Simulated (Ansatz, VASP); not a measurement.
**One calculation of InAs, two programs**

```
CELL_PARAMETERS angstrom
0.00000 3.11568 3.11568
3.11568 0.00000 3.11568
3.11568 3.11568 0.00000
ATOMIC_POSITIONS crystal
In 0.00000 0.00000 0.00000
As 0.25000 0.25000 0.25000
```

Change from the starting cell: hydrostatic strain +2.0%.

Alike in both runs: task single point; functional r2SCAN; k mesh 8 × 8 × 8; occupations fermi-dirac, width 0.02 eV; no spin polarisation.

```csv
,VASP,Ansatz
version,VASP 6.6.1,Ansatz 0.2.0
potentials or method,"VASP PAW PBE potentials, release 64 (In_d, As)","plane waves, PAW"
plane-wave cutoff (eV),520,500
valence electrons in the cell,18,28
```

```csv
,VASP,Ansatz,Ansatz less VASP
pressure (GPa),-3.0,-2.9,+0.01
```

VASP's potentials were made for PBE, not for r2SCAN. VASP's potentials hold 18 valence electrons a cell and Ansatz's 28, so a difference there can come from the potentials and not from the codes.
